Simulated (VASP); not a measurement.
# CdP (Cmcm) in VASP: further runs

CdP is run at these levels: PBE; tasks: single point, relaxation of cell and atoms.

Program: VASP 6.6.1. These are calculated values, not measurements. Logs are shortened: lines on timing, memory, paths and dates and some standing lists are left out, and cuts for length are marked.

## 1. The cell of the first run

Symmetry: Cmcm, No. 63, orthorhombic system. Conventional cell: a = 4.169 Å, b = 10.579 Å, c = 4.038 Å, α = 90.00°, β = 90.00°, γ = 90.00°. Within 4.2 Å of Cd (site symmetry m2m) lie 7 P at 2.95 to 3.13 Å and 10 Cd at 3.55 to 4.17 Å. P (site symmetry m2m) has 2 P at 2.68 Å and 7 Cd at 2.95 to 3.13 Å within 3.5 Å.

## 2. Single point, PBE

File INCAR:

```
SYSTEM = CdP
ALGO = Normal
EDIFF = 1E-6
ENCUT = 520
GGA = PE
ISIF = 2
ISMEAR = 0
LASPH = .TRUE.
LCHARG = .FALSE.
LREAL = .FALSE.
LWAVE = .FALSE.
NBANDS = 25
NELM = 60
PREC = Accurate
SIGMA = 0.1
```

File KPOINTS:

```
k-points
0
G
  6 6 4
  0 0 0
```

File POSCAR:

```
CdP
1.0
    2.0847402667     -5.2896008011      0.0000000000
    2.0847402667      5.2896008011      0.0000000000
    0.0000000000      0.0000000000      4.0378236395
Cd P
2 2
Direct
    0.8620000000      0.1380000000      0.7500000000
    0.1380000000      0.8620000000      0.2500000000
    0.5830000000      0.4170000000      0.7500000000
    0.4170000000      0.5830000000      0.2500000000
```

Potentials or basis: VASP PAW PBE potentials, release 64 (Cd, P).

Started as:

```console
$ cat potpaw_PBE.64/Cd/POTCAR potpaw_PBE.64/P/POTCAR > POTCAR
$ mpirun -np 1 vasp_std > vasp.out
```

OUTCAR:

```text
SYSTEM = CdP
   EDIFF = 1E-6
   ENCUT = 520
   GGA = PE
   ISIF = 2
   ISMEAR = 0
   LASPH = .TRUE.
   LREAL = .FALSE.
   NELM = 60
   PREC = Accurate

 ion  position               nearest neighbor table
   1  0.862  0.138  0.750-   3 2.95   4 2.96   4 2.96   4 2.96   4 2.96   3 3.13   3 3.13   2 3.55
                             2 3.55   2 3.75   2 3.75   2 3.75   2 3.75
   2  0.138  0.862  0.250-   4 2.95   3 2.96   3 2.96   3 2.96   3 2.96   4 3.13   4 3.13   1 3.55
                             1 3.55   1 3.75   1 3.75   1 3.75   1 3.75
   3  0.583  0.417  0.750-   4 2.68   4 2.68   1 2.95   2 2.96   2 2.96   2 2.96   2 2.96   1 3.13
                             1 3.13
   4  0.417  0.583  0.250-   3 2.68   3 2.68   2 2.95   1 2.96   1 2.96   1 2.96   1 2.96   2 3.13
                             2 3.13

  LATTYP: Found a base centered orthorhombic cell.
 ALAT       =     4.1694805334
 B/A-ratio  =     2.5372948782
 C/A-ratio  =     0.9684236698

  Lattice vectors:

 A1 = (   2.0847402667,  -5.2896008011,   0.0000000000)
 A2 = (   2.0847402667,   5.2896008011,   0.0000000000)
 A3 = (   0.0000000000,   0.0000000000,   4.0378236395)

Analysis of symmetry for initial positions (statically):
=====================================================================
 Subroutine PRICEL returns:
 Original cell was already a primitive cell.

 Routine SETGRP: Setting up the symmetry group for a
 base centered orthorhombic supercell.

 Subroutine GETGRP returns: Found  8 space group operations
 (whereof  4 operations were pure point group operations)
 out of a pool of  8 trial point group operations.

The static configuration has the point symmetry C_2h.
 The point group associated with its full space group is D_2h.

Analysis of symmetry for dynamics (positions and initial velocities):
=====================================================================
 Subroutine PRICEL returns:
 Original cell was already a primitive cell.

 Routine SETGRP: Setting up the symmetry group for a
 base centered orthorhombic supercell.

 Subroutine GETGRP returns: Found  8 space group operations
 (whereof  4 operations were pure point group operations)
 out of a pool of  8 trial point group operations.

The dynamic configuration has the point symmetry C_2h.
 The point group associated with its full space group is D_2h.

 Subroutine INISYM returns: Found  8 space group operations
 (whereof  4 operations are pure point group operations),
 and found     1 'primitive' translations

----------------------------------------------------------------------------------------

                                     Primitive cell

  volume of cell :      89.0537

  direct lattice vectors                    reciprocal lattice vectors
     2.084740267 -5.289600801  0.000000000     0.239838031 -0.094525092  0.000000000
     2.084740267  5.289600801  0.000000000     0.239838031  0.094525092  0.000000000
     0.000000000  0.000000000  4.037823640     0.000000000  0.000000000  0.247658167

  length of vectors
     5.685597472  5.685597472  4.037823640     0.257793083  0.257793083  0.247658167

  position of ions in fractional coordinates (direct lattice)
     0.862000000  0.138000000  0.750000000
     0.138000000  0.862000000  0.250000000
     0.583000000  0.417000000  0.750000000
     0.417000000  0.583000000  0.250000000

  ion indices of the primitive-cell ions
   primitive index   ion index
                 1           1
                 2           2
                 3           3
                 4           4

----------------------------------------------------------------------------------------

 KPOINTS: k-points

Automatic generation of k-mesh.
 Grid dimensions read from file:
 generate k-points for:    6    6    4

 Generating k-lattice:

  Cartesian coordinates                     Fractional coordinates (reciprocal lattice)
     0.039973005 -0.015754182  0.000000000     0.166666667  0.000000000  0.000000000
     0.039973005  0.015754182  0.000000000     0.000000000  0.166666667  0.000000000
     0.000000000  0.000000000  0.061914542     0.000000000  0.000000000  0.250000000

  Length of vectors
     0.042965514  0.042965514  0.061914542

  Shift w.r.t. Gamma in fractional coordinates (k-lattice)
     0.000000000  0.000000000  0.000000000

 Subroutine IBZKPT returns following result:
 ===========================================

 Found     39 irreducible k-points:

 Following reciprocal coordinates:
            Coordinates               Weight
  0.000000  0.000000  0.000000      1.000000
  0.166667  0.000000  0.000000      4.000000
  0.333333  0.000000  0.000000      4.000000
  0.500000  0.000000  0.000000      2.000000
  0.166667  0.166667  0.000000      2.000000
  0.333333  0.166667  0.000000      4.000000
[... 16 lines left out ...]
  0.333333  0.333333  0.250000      4.000000
  0.500000  0.333333  0.250000      8.000000
 [... further k-points ...]
   k-points           NKPTS =     39   k-points in BZ     NKDIM =     39   number of bands    NBANDS=     25
   number of dos      NEDOS =    301   number of ions     NIONS =      4
   total plane-waves  NPLWV =  52920
   dimension x,y,z NGX =    42 NGY =   42 NGZ =   30
   dimension x,y,z NGXF=    84 NGYF=   84 NGZF=   60
   ions per type =               2   2
   NGX,Y,Z   is equivalent  to a cutoff of  12.28, 12.28, 12.35 a.u.
   NGXF,Y,Z  is equivalent  to a cutoff of  24.56, 24.56, 24.70 a.u.
 SYSTEM =  CdP
   PREC   = accura    normal or accurate (medium, high low for compatibility)
   ISTART =      0    job   : 0-new  1-cont  2-samecut
   ICHARG =      2    charge: 1-file 2-atom 10-const
   ISPIN  =      1    spin polarized calculation?
   LNONCOLLINEAR =      F non collinear calculations
   LSORBIT =      F    spin-orbit coupling
   LASPH  =      T    aspherical Exc in radial PAW
   ENCUT  =  520.0 eV  38.22 Ry    6.18 a.u.  10.57 10.57  7.51*2*pi/ulx,y,z
   NELM   =     60;   NELMIN=  2; NELMDL= -5     # of ELM steps
   EDIFF  = 0.1E-05   stopping-criterion for ELM
   LREAL  =      F    real-space projection
   EDIFFG = 0.1E-04   stopping-criterion for IOM
   NSW    =      0    number of steps for IOM
   IBRION =     -1    ionic relax: 0-MD 1-quasi-New 2-CG
   NFREE  =      0    steps in history (QN), initial steepest desc. (CG)
   ISIF   =      2    stress and relaxation
   ISYM   =      2    0-nonsym 1-usesym 2-fastsym
   POTIM  = 0.5000    time-step for ionic-motion
   TEBEG  =    0.0;   TEEND  =   0.0 temperature during run
   PSTRESS=    0.0 pullay stress
   NELECT =      34.0000    total number of electrons
   NUPDOWN=      -1.0000    fix difference up-down
   EMIN   =  10.00;   EMAX   =-10.00  energy-range for DOS
   EFERMI =   0.00;   METHOD = LEGACY
   ISMEAR =     0;   SIGMA  =   0.10  broadening in eV -4-tet -1-fermi 0-gaus
   EFERMI_NEDOS =   21; number of points for ismear=-14 and -15
   IALGO  =     38    algorithm
   IMIX   =      4    mixing-type and parameters
     AMIX     =   0.40;   BMIX     =  1.00
     AMIX_MAG =   1.60;   BMIX_MAG =  1.00
  volume/ion in A,a.u.               =      22.26       150.24
  Fermi-wavevector in a.u.,A,eV,Ry     =   1.187637  2.244309 19.190770  1.410482
  Thomas-Fermi vector in A             =   2.323784
   LORBIT       =      0    0 simple, 1 ext, 2 COOP (PROOUT), +10 PAW based schemes
   GGA     = PE    functional components
   LHFCALC =     F    Hartree Fock is set to
   AEXX    =    0.0000 exact exchange contribution
   IVDW    =     0    specifies the selected vdW correction
   LEPSILON=     F    determine dielectric tensor
   LRPA    =     F    only Hartree local field effects (RPA)
 non-spin polarized calculation
 Gauss-broadening in eV      SIGMA  =   0.10
  energy-cutoff  :      520.00
  volume of cell :       89.05
 maximum number of plane-waves:      2424
   NGX = 21   NGY = 21   NGZ = 15

 number of electron      33.9999991 magnetization

 Free energy of the ion-electron system (eV)
  ---------------------------------------------------
  ext. energy  EPLUGINS =         0.00000000
  ---------------------------------------------------
  free energy    TOTEN  =       -10.87964532 eV

  energy without entropy =      -10.87022215  energy(sigma->0) =      -10.87493373

 E-fermi :   3.5254     XC(G=0): -10.1308

 val. band max:        3.5085513796   @ k =   0.5000   0.3333   0.0000
 cond. band min:       3.5324416032   @ k =   0.0000   0.0000   0.2500
 fundamental gap:      0.0238902236
 Fermi energy:         3.5254116061

 k-point     1 :       0.0000    0.0000    0.0000
  band No.  band energies     occupation
      1      -8.6847      2.00000
      2      -6.0829      2.00000
      3      -4.9470      2.00000
      4      -4.9368      2.00000
      5      -4.8630      2.00000
      6      -4.8482      2.00000
[... 17 lines left out ...]
     24       9.8306      0.00000
     25      12.5131      0.00000

 k-point     2 :       0.1667    0.0000    0.0000
  band No.  band energies     occupation
      1      -8.5603      2.00000
      2      -5.9634      2.00000
      3      -4.9350      2.00000
      4      -4.9194      2.00000
      5      -4.9001      2.00000
      6      -4.8451      2.00000
[... 17 lines left out ...]
     24      10.8631      0.00000
     25      11.6347      0.00000

 k-point     3 :       0.3333    0.0000    0.0000
  band No.  band energies     occupation
      1      -8.2886      2.00000
      2      -5.6355      2.00000
      3      -4.9490      2.00000
      4      -4.9342      2.00000
      5      -4.9281      2.00000
      6      -4.8823      2.00000
[... 552 lines left out ...]
 k-point    23 :       0.3333    0.3333    0.2500
  band No.  band energies     occupation
      1      -7.8233      2.00000
      2      -5.9704      2.00000
      3      -4.9928      2.00000
      4      -4.9615      2.00000
      5      -4.8530      2.00000
      6      -4.8493      2.00000
[... 17 lines left out ...]
     24       9.3231      0.00000
     25      10.7601      0.00000

 k-point    24 :       0.5000    0.3333    0.2500
  band No.  band energies     occupation
      1      -7.9485      2.00000
      2      -5.9293      2.00000
      3      -4.9661      2.00000
      4      -4.9381      2.00000
      5      -4.9071      2.00000
      6      -4.8595      2.00000
[... 17 lines left out ...]
     24       9.2715      0.00000
     25      10.3820      0.00000

 [... further k-points ...]

------------------------ aborting loop because EDIFF is reached ----------------------------------------

  FORCE on cell =-STRESS in cart. coord.  units (eV):
  Direction    XX          YY          ZZ          XY          YZ          ZX
  --------------------------------------------------------------------------------------
  -------------------------------------------------------------------------------------
  Total       -1.8285206     -1.8040121     -3.3848844      0.0000000      0.0000000      0.0000000
  in kB      -32.8971475    -32.4562131    -60.8978870      0.0000000      0.0000000      0.0000000
  external PRESSURE =     -42.0837492 kB  Pullay stress =       0.0000000 kB

 VOLUME and BASIS-vectors are now :
 -----------------------------------------------------------------------------
  energy-cutoff  :      520.00
  volume of cell :       89.05
      direct lattice vectors                 reciprocal lattice vectors
     2.084740267 -5.289600801  0.000000000     0.239838031 -0.094525092  0.000000000
     2.084740267  5.289600801  0.000000000     0.239838031  0.094525092  0.000000000
     0.000000000  0.000000000  4.037823640     0.000000000  0.000000000  0.247658167

 POSITION                                       TOTAL-FORCE (eV/Angst)
 -----------------------------------------------------------------------------------
      2.08474     -3.82967      3.02837         0.000000      0.210741     -0.000000
      2.08474      3.82967      1.00946         0.000000     -0.210741      0.000000
      2.08474     -0.87807      3.02837         0.000000      0.321833      0.000000
      2.08474      0.87807      1.00946         0.000000     -0.321833      0.000000
 -----------------------------------------------------------------------------------
    total drift:                                0.000000     -0.000000     -0.000000

  FREE ENERGIE OF THE ION-ELECTRON SYSTEM (eV)
  ---------------------------------------------------
  free  energy   TOTEN  =       -10.8796453200 eV

  energy  without entropy=      -10.8702221495  energy(sigma->0) =      -10.87493373
```

Wall time 89 s (1 thread of Intel Xeon 6975P-C (Granite Rapids), shared host); peak memory 0.25 GiB.

Results:

- Free energy: -10.8796 eV
- Pressure: -4.2 GPa
- Largest force: 0.322 eV/Å
- Band gap on the k mesh: zero (bands 17 and 18 overlap by 2.64 eV)

Forces in eV/Å, atoms in the order of the input:
```
Cd   0.000  0.211  0.000
Cd   0.000 -0.211  0.000
P    0.000  0.322  0.000
P    0.000 -0.322  0.000
```

Caveat: the k points lie up to 0.39 Å⁻¹ apart, too coarse for converged energies and pressures of a metal.

## 3. Single point, PBE

This run uses another cell than the first one, of 21.36 Å³/atom.

File INCAR:

```
SYSTEM = CdP
ALGO = Normal
EDIFF = 1E-7
ENCUT = 520
GGA = PE
ISIF = 2
ISMEAR = 0
LASPH = .True.
LCHARG = .True.
LELF = .True.
LREAL = .False.
LVHAR = .True.
LWAVE = .False.
NBANDS = 25
NELM = 100
PREC = Accurate
SIGMA = 0.1
```

File KPOINTS:

```
k-points
0
Gamma
  6 6 6
  0 0 0
```

File POSCAR:

```
CdP
1.0
    1.7952123639     -7.4743722016      0.0000000000
    1.7952123639      7.4743722016      0.0000000000
    0.0000000000      0.0000000000      3.1839960021
Cd P
2 2
Direct
    0.8191999004      0.1808000996      0.7500000000
    0.1808000996      0.8191999004      0.2500000000
    0.5492612733      0.4507387267      0.7500000000
    0.4507387267      0.5492612733      0.2500000000
```

Potentials or basis: VASP PAW PBE potentials, release 64 (Cd, P).

Started as:

```console
$ cat potpaw_PBE.64/Cd/POTCAR potpaw_PBE.64/P/POTCAR > POTCAR
$ mpirun -np 1 vasp_std > vasp.out
```

It took 2.8 min on 1 thread of Intel Xeon 6975P-C (Granite Rapids), shared host; peak memory 0.3 GiB.

It converged, with:

- Free energy: -11.6520 eV
- Pressure: 0.1 GPa
- Largest force: 0.077 eV/Å
- Band gap on the k mesh: zero (bands 17 and 18 overlap by 2.79 eV)

Forces on the atoms (eV/Å):
```
Cd   0.000 -0.009  0.000
Cd   0.000  0.009  0.000
P    0.000  0.077  0.000
P    0.000 -0.077  0.000
```

Stress tensor (GPa, compression positive):
```
 0.11  0.00  0.00
 0.00 -0.03  0.00
 0.00  0.00  0.07
```

Levels at points of the mesh, in eV from the Fermi level:
```
           k point  band 15  band 16  band 17  band 18  band 19  band 20
(0.00, 0.00, 0.00)    -2.17    -1.76    -0.01     1.72     2.67     3.21
(0.50, 0.00, 0.00)    -2.87    -2.39    -2.05     0.19     1.70     3.08
(0.50, 0.50, 0.00)    -2.31    -2.24     2.05     2.09     2.55     3.88
(0.00, 0.00, 0.50)    -2.57    -2.57     0.47     0.47     2.56     2.56
(0.50, 0.00, 0.50)    -2.75    -2.75     0.07     0.07     1.02     1.02
(0.50, 0.50, 0.50)    -0.98    -0.98    -0.18    -0.18     0.47     0.47
```

(Continued in part 2 of 2.)

The gap in the log of VASP goes by the Fermi energy; the results here count the filled bands.